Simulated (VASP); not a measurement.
# Si4Sn (R-3m) in VASP: single point with PBE

Aim: the single point of Si4Sn with PBE.

Everything below comes from runs of VASP 6.6.1. Logs are shortened: lines on timing, memory, paths and dates and some standing lists are left out, and cuts for length are marked.

### 1 The cell of the first run

It takes space group R-3m (No. 166, trigonal). Conventional cell: a = 3.807 Å, b = 3.807 Å, c = 24.929 Å, α = 90.00°, β = 90.00°, γ = 120.00°. Within 3.1 Å of Si (site symmetry 3m) lie 3 Si at 2.38 Å and 3 Sn at 3.01 Å. Within 3.1 Å of Si (site symmetry 3m) lie 4 Si at 2.37 to 2.38 Å. Sn (site symmetry -3m) has 12 Si at 3.01 to 3.69 Å and 6 Sn at 3.81 Å within 4.0 Å.

### 2 Single point, PBE

Contents of INCAR:

```
  PREC = Accurate
  ENCUT = 520
  EDIFF = 1E-7
  ISMEAR = 0
  SIGMA = 0.1
  LREAL = F
  LASPH = T
  NELM = 80
  ALGO = Normal
  ISIF = 2
  LWAVE = F
  LCHARG = F
  GGA = PE
  NBANDS = 23
```

Contents of KPOINTS:

```
regular mesh
0
Gamma
  12 12 12
```

Contents of POSCAR:

```
Si4Sn
1.0
    1.9036440259      1.0990693908      8.3097006524
   -1.9036440259      1.0990693908      8.3097006524
    0.0000000000     -2.1981387816      8.3097006524
Si Sn
4 1
Direct
    0.7493079977      0.7493079977      0.7493079977
    0.4524527700      0.4524527700      0.4524527700
    0.5475472300      0.5475472300      0.5475472300
    0.2506920023      0.2506920023      0.2506920023
    0.0000000000      0.0000000000      0.0000000000
```

Potentials or basis: VASP PAW PBE potentials, release 64 (Si, Sn_d).

The run is started by

```sh
cat potpaw_PBE.64/Si/POTCAR potpaw_PBE.64/Sn_d/POTCAR > POTCAR
mpirun -np 1 vasp_std > vasp.out
```

OUTCAR:

```text
PREC = Accurate
   ENCUT = 520
   EDIFF = 1E-7
   ISMEAR = 0
   LREAL = F
   LASPH = T
   NELM = 80
   ISIF = 2
   GGA = PE

 ion  position               nearest neighbor table
   1  0.749  0.749  0.749-   2 2.38   2 2.38   2 2.38   5 3.01   5 3.01   5 3.01
   2  0.452  0.452  0.452-   3 2.37   1 2.38   1 2.38   1 2.38
   3  0.548  0.548  0.548-   2 2.37   4 2.38   4 2.38   4 2.38
   4  0.251  0.251  0.251-   3 2.38   3 2.38   3 2.38   5 3.01   5 3.01   5 3.01
   5  0.000  0.000  0.000-   1 3.01   1 3.01   4 3.01   4 3.01   1 3.01   4 3.01

  LATTYP: Found a trigonal (rhomboedric) cell.
 ALAT       =     8.5955185437
 COS(alpha) =     0.9019026415

  Lattice vectors:

 A1 = (   1.9036440259,   1.0990693908,   8.3097006524)
 A2 = (  -1.9036440259,   1.0990693908,   8.3097006524)
 A3 = (   0.0000000000,  -2.1981387816,   8.3097006524)

Analysis of symmetry for initial positions (statically):
=====================================================================
 Subroutine PRICEL returns:
 Original cell was already a primitive cell.

 Routine SETGRP: Setting up the symmetry group for a
 trigonal (rhombohedral) supercell.

 Subroutine GETGRP returns: Found 12 space group operations
 (whereof 12 operations were pure point group operations)
 out of a pool of 12 trial point group operations.

The static configuration has the point symmetry D_3d.

Analysis of symmetry for dynamics (positions and initial velocities):
=====================================================================
 Subroutine PRICEL returns:
 Original cell was already a primitive cell.

 Routine SETGRP: Setting up the symmetry group for a
 trigonal (rhombohedral) supercell.

 Subroutine GETGRP returns: Found 12 space group operations
 (whereof 12 operations were pure point group operations)
 out of a pool of 12 trial point group operations.

The dynamic configuration has the point symmetry D_3d.

 Subroutine INISYM returns: Found 12 space group operations
 (whereof 12 operations are pure point group operations),
 and found     1 'primitive' translations

----------------------------------------------------------------------------------------

                                     Primitive cell

[... 93 lines left out ...]
   LASPH  =      T    aspherical Exc in radial PAW
   ENCUT  =  520.0 eV  38.22 Ry    6.18 a.u.  15.98 15.98 15.98*2*pi/ulx,y,z
   NELM   =     80;   NELMIN=  2; NELMDL= -5     # of ELM steps
   EDIFF  = 0.1E-06   stopping-criterion for ELM
   LREAL  =      F    real-space projection
   EDIFFG = 0.1E-05   stopping-criterion for IOM
   NSW    =      0    number of steps for IOM
   IBRION =     -1    ionic relax: 0-MD 1-quasi-New 2-CG
   NFREE  =      0    steps in history (QN), initial steepest desc. (CG)
   ISIF   =      2    stress and relaxation
   ISYM   =      2    0-nonsym 1-usesym 2-fastsym
   POTIM  = 0.5000    time-step for ionic-motion
   TEBEG  =    0.0;   TEEND  =   0.0 temperature during run
   PSTRESS=    0.0 pullay stress
   NELECT =      30.0000    total number of electrons
   NUPDOWN=      -1.0000    fix difference up-down
   EMIN   =  10.00;   EMAX   =-10.00  energy-range for DOS
   EFERMI =   0.00;   METHOD = LEGACY
   ISMEAR =     0;   SIGMA  =   0.10  broadening in eV -4-tet -1-fermi 0-gaus
   EFERMI_NEDOS =   21; number of points for ismear=-14 and -15
   IALGO  =     38    algorithm
   IMIX   =      4    mixing-type and parameters
     AMIX     =   0.40;   BMIX     =  1.00
     AMIX_MAG =   1.60;   BMIX_MAG =  1.00
  volume/ion in A,a.u.               =      20.86       140.79
  Fermi-wavevector in a.u.,A,eV,Ry     =   1.080603  2.042043 15.887556  1.167702
  Thomas-Fermi vector in A             =   2.216598
   LORBIT       =      0    0 simple, 1 ext, 2 COOP (PROOUT), +10 PAW based schemes
   GGA     = PE    functional components
   LHFCALC =     F    Hartree Fock is set to
   AEXX    =    0.0000 exact exchange contribution
   IVDW    =     0    specifies the selected vdW correction
   LEPSILON=     F    determine dielectric tensor
   LRPA    =     F    only Hartree local field effects (RPA)
 non-spin polarized calculation
 Gauss-broadening in eV      SIGMA  =   0.10
  energy-cutoff  :      520.00
  volume of cell :      104.32
 maximum number of plane-waves:      2829
   NGX = 31   NGY = 31   NGZ = 31

 number of electron      29.9999996 magnetization

 Free energy of the ion-electron system (eV)
  ---------------------------------------------------
  ext. energy  EPLUGINS =         0.00000000
  ---------------------------------------------------
  free energy    TOTEN  =       -24.56943211 eV

  energy without entropy =      -24.56161491  energy(sigma->0) =      -24.56552351

 E-fermi :   6.8038     XC(G=0):  -9.8568

 val. band max:        6.8033572009   @ k =  -0.4167   0.4167   0.0833
 cond. band min:       6.8095294923   @ k =  -0.1667   0.4167   0.1667
 fundamental gap:      0.0061722914
 Fermi energy:         6.8037715039

 k-point     1 :       0.0000    0.0000    0.0000
  band No.  band energies     occupation
      1     -14.8107      2.00000
      2     -14.8107      2.00000
      3     -14.8006      2.00000
      4     -14.7827      2.00000
      5     -14.7827      2.00000
      6      -5.2301      2.00000
[... 613 lines left out ...]
     22      12.6646      0.00000
     23      13.3542      0.00000

 [... further k-points ...]

------------------------ aborting loop because EDIFF is reached ----------------------------------------

  FORCE on cell =-STRESS in cart. coord.  units (eV):
  Direction    XX          YY          ZZ          XY          YZ          ZX
  --------------------------------------------------------------------------------------
  -------------------------------------------------------------------------------------
  Total       -0.0418929     -0.0418929     -0.0369212      0.0000000     -0.0000000      0.0000000
  in kB       -0.6434328     -0.6434328     -0.5670728      0.0000000     -0.0000000      0.0000000
  external PRESSURE =      -0.6179795 kB  Pullay stress =       0.0000000 kB

 VOLUME and BASIS-vectors are now :
 -----------------------------------------------------------------------------
  energy-cutoff  :      520.00
  volume of cell :      104.32
      direct lattice vectors                 reciprocal lattice vectors
     1.903644026  1.099069391  8.309700652     0.262654148  0.151643443  0.040113759
    -1.903644026  1.099069391  8.309700652    -0.262654148  0.151643443  0.040113759
     0.000000000 -2.198138782  8.309700652     0.000000000 -0.303286886  0.040113759

 POSITION                                       TOTAL-FORCE (eV/Angst)
 -----------------------------------------------------------------------------------
      0.00000      0.00000     18.67958         0.000000     -0.000000      0.006178
      0.00000      0.00000     11.27924         0.000000     -0.000000     -0.001068
      0.00000      0.00000     13.64986         0.000000      0.000000      0.001068
      0.00000      0.00000      6.24953         0.000000      0.000000     -0.006178
      0.00000      0.00000      0.00000         0.000000     -0.000000      0.000000
 -----------------------------------------------------------------------------------
    total drift:                                0.000000      0.000000      0.000000

  FREE ENERGIE OF THE ION-ELECTRON SYSTEM (eV)
  ---------------------------------------------------
  free  energy   TOTEN  =       -24.5694321102 eV

  energy  without entropy=      -24.5616149095  energy(sigma->0) =      -24.56552351
```

OSZICAR:

```text
N       E                     dE             d eps       ncg     rms          rms(c)
DAV:   1     0.178243244901E+03    0.17824E+03   -0.12882E+04  8824   0.135E+03
DAV:   2    -0.590407343325E+01   -0.18415E+03   -0.17273E+03  8940   0.348E+02
DAV:   3    -0.244782424133E+02   -0.18574E+02   -0.17842E+02 11081   0.948E+01
DAV:   4    -0.251344058884E+02   -0.65616E+00   -0.65322E+00 10684   0.179E+01
DAV:   5    -0.251565695920E+02   -0.22164E-01   -0.22159E-01 12654   0.351E+00    0.654E+00
DAV:   6    -0.246358385193E+02    0.52073E+00   -0.77458E-01 11664   0.615E+00    0.379E+00
DAV:   7    -0.245709518033E+02    0.64887E-01   -0.37037E-01 10686   0.253E+00    0.138E+00
DAV:   8    -0.245690472111E+02    0.19046E-02   -0.35040E-02 10745   0.115E+00    0.351E-01
DAV:   9    -0.245692878829E+02   -0.24067E-03   -0.36689E-03 10559   0.359E-01    0.135E-01
DAV:  10    -0.245693884161E+02   -0.10053E-03   -0.64498E-04 10874   0.132E-01    0.600E-02
DAV:  11    -0.245694293538E+02   -0.40938E-04   -0.10529E-04 10627   0.607E-02    0.223E-02
DAV:  12    -0.245694328609E+02   -0.35070E-05   -0.28345E-05 10951   0.297E-02    0.102E-02
DAV:  13    -0.245694322239E+02    0.63693E-06   -0.83248E-06 10635   0.182E-02    0.189E-03
DAV:  14    -0.245694321157E+02    0.10825E-06   -0.90741E-07 11076   0.506E-03    0.177E-03
DAV:  15    -0.245694321102E+02    0.54556E-08   -0.11689E-07  6842   0.194E-03
   1 F= -.24569432E+02 E0= -.24565524E+02  d E =-.781720E-02
```

stdout:

```text
POSCAR found type information on POSCAR SiSn
 POSCAR found :  2 types and       5 ions
 scaLAPACK will be used
 LDA part: xc-table for (Slater+PW92), standard interpolation
 POSCAR, INCAR and KPOINTS ok, starting setup
 FFT: planning ... GRIDC
 FFT: planning ... GRID_SOFT
 FFT: planning ... GRID
 WAVECAR not read
 entering main loop
```

It took 39 min on 1 thread of Intel Xeon Platinum 8259CL at 2.50GHz (Skylake/Cascade Lake), shared host; peak memory 0.8 GiB.

What came out:

| Item | Value |
| --- | --- |
| Free energy | -24.5694 eV |
| Pressure | -0.1 GPa |
| Largest force | 0.006 eV/Å |
| Band gap on the k mesh | zero (bands 15 and 16 overlap by 2.48 eV) |

Forces on the atoms (eV/Å):
```
Si   0.000  0.000  0.006
Si   0.000  0.000 -0.001
Si   0.000  0.000  0.001
Si   0.000  0.000 -0.006
Sn   0.000  0.000  0.000
```

Caveat: spin-orbit coupling is left out, which moves the levels of the heavy elements.
